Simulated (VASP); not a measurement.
# YS (Fm-3m) in VASP: a series of runs, part 2 of 2

VASP 6.6.1.

## 3. Electric field gradients, LDA (21.89 Å³/atom)

This run uses another cell than the first one, of 21.89 Å³/atom.

Contents of INCAR:

```
SYSTEM = YS
ALGO = Normal
EDIFF = 1E-8
ENCUT = 520
GGA = CA
ISIF = 2
ISMEAR = -1
LASPH = .TRUE.
LCHARG = .FALSE.
LEFG = .TRUE.
LREAL = .FALSE.
LWAVE = .FALSE.
NBANDS = 16
NELM = 80
PREC = Accurate
SIGMA = 0.01
```

Contents of KPOINTS:

```
k-points
0
G
  8 8 8
  0 0 0
```

Contents of POSCAR:

```
YS
1.0
    0.0000000000      2.7974607202      2.7974607202
    2.7974607202      0.0000000000      2.7974607202
    2.7974607202      2.7974607202      0.0000000000
Y S
1 1
Direct
    0.5000000000      0.5000000000      0.5000000000
    0.0000000000      0.0000000000      0.0000000000
```

Potentials or basis: VASP PAW LDA potentials, release 64 (Y_sv, S).

Command:

```bash
$ cat potpaw_LDA.64/Y_sv/POTCAR potpaw_LDA.64/S/POTCAR > POTCAR
$ mpirun -np 1 vasp_std > vasp.out
```

OUTCAR:

```text
SYSTEM = YS
   EDIFF = 1E-8
   ENCUT = 520
   GGA = CA
   ISIF = 2
   ISMEAR = -1
   LASPH = .TRUE.
   LREAL = .FALSE.
   NELM = 80
   PREC = Accurate

 ion  position               nearest neighbor table
   1  0.500  0.500  0.500-   2 2.80   2 2.80   2 2.80   2 2.80   2 2.80   2 2.80
   2  0.000  0.000  0.000-   1 2.80   1 2.80   1 2.80   1 2.80   1 2.80   1 2.80

  LATTYP: Found a face centered cubic cell.
 ALAT       =     5.5949214404

  Lattice vectors:

 A1 = (   0.0000000000,   2.7974607202,   2.7974607202)
 A2 = (   2.7974607202,   0.0000000000,   2.7974607202)
 A3 = (   2.7974607202,   2.7974607202,   0.0000000000)

Analysis of symmetry for initial positions (statically):
=====================================================================
 Subroutine PRICEL returns:
 Original cell was already a primitive cell.

 Routine SETGRP: Setting up the symmetry group for a
 face centered cubic supercell.

[... 645 lines left out ...]
      direct lattice vectors                 reciprocal lattice vectors
     0.000000000  2.797460720  2.797460720    -0.178733519  0.178733519  0.178733519
     2.797460720  0.000000000  2.797460720     0.178733519 -0.178733519  0.178733519
     2.797460720  2.797460720  0.000000000     0.178733519  0.178733519 -0.178733519

 POSITION                                       TOTAL-FORCE (eV/Angst)
 -----------------------------------------------------------------------------------
      2.79746      2.79746      2.79746         0.000000      0.000000      0.000000
      0.00000      0.00000      0.00000        -0.000000     -0.000000     -0.000000
 -----------------------------------------------------------------------------------
    total drift:                                0.000000     -0.000000      0.000000

  FREE ENERGIE OF THE ION-ELECTRON SYSTEM (eV)
  ---------------------------------------------------
  free  energy   TOTEN  =       -15.9198443953 eV

  energy  without entropy=      -15.9191800250  energy(sigma->0) =      -15.91951221

 Electric field gradients (V/A^2)
---------------------------------------------------------------------
 ion       V_xx      V_yy      V_zz      V_xy      V_xz      V_yz
---------------------------------------------------------------------
   1       0.000    -0.000    -0.000    -0.000    -0.000    -0.000
   2       0.000    -0.000     0.000    -0.000    -0.000    -0.000
---------------------------------------------------------------------

 Electric field gradients after diagonalization (V/A^2)
 (convention: |V_zz| > |V_xx| > |V_yy|)
----------------------------------------------------------------------
 ion       V_xx      V_yy      V_zz     asymmetry (V_yy - V_xx)/ V_zz
----------------------------------------------------------------------
   1       0.000     0.000    -0.000       0.000
   2       0.000     0.000    -0.001       0.000
----------------------------------------------------------------------

           NMR quadrupolar parameters

 Cq : quadrupolar parameter    Cq=e*Q*V_zz/h
 eta: asymmetry parameters     (V_yy - V_xx)/ V_zz
 Q  : nuclear electric quadrupole moment in mb (millibarn)
----------------------------------------------------------------------
 ion       Cq(MHz)       eta       Q (mb)
----------------------------------------------------------------------
   1      -0.000       0.000       1.000
   2      -0.000       0.000       1.000
----------------------------------------------------------------------
```

It took 41 s on 1 thread of Intel Xeon 8259CL, shared host; peak memory 0.17 GiB.

What came out:

```
Free energy                             : -15.9198 eV
Pressure                                : -8.5 GPa
Band gap on the k mesh                  : zero (an odd number of electrons rules out a gap without spin polarisation)
Largest electric field gradient by atom : zero within the noise of the run
```

Caveat: the cell stands under tension.

## 4. Electric field gradients, LDA (21.89 Å³/atom)

This run uses another cell than the first one, of 21.89 Å³/atom.

Contents of INCAR:

```
SYSTEM = YS
PREC     = Accurate       ! precision mode
ENCUT    = 520            ! plane-wave cutoff, eV
EDIFF    = 1E-8           ! SCF threshold, eV
ISMEAR   = -1             ! smearing method
SIGMA    = 0.01           ! smearing width, eV
LREAL    = .FALSE.        ! projectors in reciprocal space
LASPH    = .TRUE.         ! aspherical terms in the spheres
NELM     = 100            ! most SCF steps
ALGO     = Normal         ! electronic algorithm
ISIF     = 2              ! what is computed and relaxed
LWAVE    = .FALSE.        ! write WAVECAR
LCHARG   = .FALSE.        ! write CHGCAR
LEFG     = .TRUE.       
NBANDS   = 16             ! bands
```

Contents of KPOINTS:

```
regular mesh
0
G
  8 8 8
  0 0 0
```

POSCAR is that of step 3.

Potentials or basis: VASP PAW LDA potentials, release 64 (Y_sv, S).

Command:

```bash
$ cat potpaw_LDA.64/Y_sv/POTCAR potpaw_LDA.64/S/POTCAR > POTCAR
$ mpirun -np 1 vasp_std > vasp.out
```

OUTCAR:

```text
SYSTEM = YS
   PREC = Accurate
   ENCUT = 520
   EDIFF = 1E-8
   ISMEAR = -1
   LREAL = .FALSE.
   LASPH = .TRUE.
   NELM = 100
   ISIF = 2

 ion  position               nearest neighbor table
   1  0.500  0.500  0.500-   2 2.80   2 2.80   2 2.80   2 2.80   2 2.80   2 2.80
   2  0.000  0.000  0.000-   1 2.80   1 2.80   1 2.80   1 2.80   1 2.80   1 2.80

  LATTYP: Found a face centered cubic cell.
 ALAT       =     5.5949214404

  Lattice vectors:

 A1 = (   0.0000000000,   2.7974607202,   2.7974607202)
 A2 = (   2.7974607202,   0.0000000000,   2.7974607202)
 A3 = (   2.7974607202,   2.7974607202,   0.0000000000)

Analysis of symmetry for initial positions (statically):
[... 668 lines left out ...]
  energy  without entropy=      -15.9191800250  energy(sigma->0) =      -15.91951221

 Electric field gradients (V/A^2)
---------------------------------------------------------------------
 ion       V_xx      V_yy      V_zz      V_xy      V_xz      V_yz
---------------------------------------------------------------------
   1       0.000    -0.000    -0.000    -0.000    -0.000    -0.000
   2       0.000    -0.000     0.000    -0.000    -0.000    -0.000
---------------------------------------------------------------------

 Electric field gradients after diagonalization (V/A^2)
 (convention: |V_zz| > |V_xx| > |V_yy|)
----------------------------------------------------------------------
 ion       V_xx      V_yy      V_zz     asymmetry (V_yy - V_xx)/ V_zz
----------------------------------------------------------------------
   1       0.000     0.000    -0.000       0.000
   2       0.000     0.000    -0.001       0.000
----------------------------------------------------------------------

           NMR quadrupolar parameters

 Cq : quadrupolar parameter    Cq=e*Q*V_zz/h
 eta: asymmetry parameters     (V_yy - V_xx)/ V_zz
 Q  : nuclear electric quadrupole moment in mb (millibarn)
----------------------------------------------------------------------
 ion       Cq(MHz)       eta       Q (mb)
----------------------------------------------------------------------
   1      -0.000       0.000       1.000
   2      -0.000       0.000       1.000
----------------------------------------------------------------------
```

OSZICAR:

```text
N       E                     dE             d eps       ncg     rms          rms(c)
DAV:   1     0.571801864969E+02    0.57180E+02   -0.77013E+03   928   0.950E+02
DAV:   2    -0.127453327202E+02   -0.69926E+02   -0.65773E+02  1264   0.208E+02
DAV:   3    -0.166731561258E+02   -0.39278E+01   -0.39058E+01  1480   0.371E+01
DAV:   4    -0.167704260147E+02   -0.97270E-01   -0.97223E-01  1120   0.506E+00
DAV:   5    -0.167726396882E+02   -0.22137E-02   -0.22136E-02  1304   0.654E-01    0.237E+01
DAV:   6    -0.159986487003E+02    0.77399E+00   -0.10551E+00  1064   0.630E+00    0.180E+01
DAV:   7    -0.159291329164E+02    0.69516E-01   -0.33812E-01  1376   0.357E+00    0.673E+00
DAV:   8    -0.159208277512E+02    0.83052E-02   -0.70214E-02  1072   0.151E+00    0.570E-01
DAV:   9    -0.159200662673E+02    0.76148E-03   -0.60812E-03  1128   0.467E-01    0.215E-01
DAV:  10    -0.159198826308E+02    0.18364E-03   -0.10628E-03  1088   0.252E-01    0.113E-01
DAV:  11    -0.159198467807E+02    0.35850E-04   -0.11729E-04  1144   0.845E-02    0.505E-02
DAV:  12    -0.159198447240E+02    0.20567E-05   -0.13478E-05  1152   0.244E-02    0.307E-02
DAV:  13    -0.159198445871E+02    0.13685E-06   -0.12668E-06  1160   0.774E-03    0.301E-02
DAV:  14    -0.159198444035E+02    0.18359E-06   -0.82628E-07  1064   0.756E-03    0.663E-03
DAV:  15    -0.159198443953E+02    0.82873E-08   -0.81635E-08  1328   0.181E-03
   1 F= -.15919844E+02 E0= -.15919512E+02  d E =-.664370E-03
```

Wall time 42 s (1 thread of Intel Xeon 8259CL, shared host); peak memory 0.17 GiB.

What came out:

| Item | Value |
| --- | --- |
| Free energy | -15.9198 eV |
| Pressure | -8.5 GPa |
| Band gap on the k mesh | zero (an odd number of electrons rules out a gap without spin polarisation) |
| Largest electric field gradient by atom | zero within the noise of the run |

Caveat: the cell stands under tension.
